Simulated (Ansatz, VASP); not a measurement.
## One calculation of Si, two programs

Contents of INCAR:

```
SYSTEM = Si
  PREC = Accurate
  ENCUT = 520
  EDIFF = 1E-6
  ISMEAR = 0
  SIGMA = 0.03
  LREAL = .False.
  LASPH = .True.
  NELM = 80
  ALGO = Normal
  ISIF = 2
  LWAVE = .False.
  LCHARG = .True.
  GGA = CA
  LELF = .True.
  LVHAR = .True.
  NBANDS = 16
```

KPOINTS

```
regular mesh
0
Gamma
  12 12 6
  0 0 0
```

File POSCAR:

```
Si
1.0
    3.4978174985      0.0000000000      0.0000000000
   -1.7489087493      3.0291988115      0.0000000000
    0.0000000000      0.0000000000      6.0375552214
Si
4
Direct
    0.3333333333      0.6666666667      0.0630332891
    0.6666666667      0.3333333333      0.5630332891
    0.3333333333      0.6666666667      0.4369667109
    0.6666666667      0.3333333333      0.9369667109
```

Input for Ansatz:

```yaml
crystal:
  lattice:
    - [3.4978174985, 0.0, 0.0]
    - [-1.7489087493, 3.0291988115, 0.0]
    - [0.0, 0.0, 6.0375552214]
  atoms:
    - { symbol: Si, position: [0.3333333333, 0.6666666667, 0.0630332891] }
    - { symbol: Si, position: [0.6666666667, 0.3333333333, 0.5630332891] }
    - { symbol: Si, position: [0.3333333333, 0.6666666667, 0.4369667109] }
    - { symbol: Si, position: [0.6666666667, 0.3333333333, 0.9369667109] }
basis:
  ecutwfc: 420
kpoints:
  mp_grid: { grid: [12, 12, 6] }
hamiltonian:
  xc: lda
scf:
  occupations: { method: gaussian, width: 0.03 }
output:
  forces: true
  stress: true
  eigenvalues: true
```

Change from the starting cell: strain -0.080 along x and y, -0.040 along z, atoms carried along.

Alike in both runs: task single point; functional LDA; k mesh 12 × 12 × 6; occupations gaussian, width 0.03 eV; no spin polarisation.

|  | VASP | Ansatz |
| --- | --- | --- |
| version | VASP 6.6.1 | Ansatz 0.2.0 |
| potentials or method | VASP PAW LDA potentials, release 64 (Si), cutoff 520 eV | scalar-relativistic, plane waves, PAW |
| valence electrons in the cell | 16 | 16 |

Ansatz gave:

* gap on the k mesh at the Fermi level (eV): none
* pressure (GPa): 31.0
* traceless stress, the component that is largest in VASP (GPa): -10.27
* rms of the force components (eV/Å): 0.624

Task: What did VASP give for the same quantities?

Result: gap on the k mesh at the Fermi level (eV): none; pressure (GPa): 31.1; traceless stress, the component that is largest in VASP (GPa): -10.32; rms of the force components (eV/Å): 0.626.

LDA's correlation is that of Perdew and Zunger in VASP and of Perdew and Wang (1992) in Ansatz. Atom by atom the forces differ by 0.001 eV/Å (rms over components). A gap of «none» marks a metal or a gap that the smearing closes. Both programs put the cell under a high pressure, so it lies far from rest at this level.
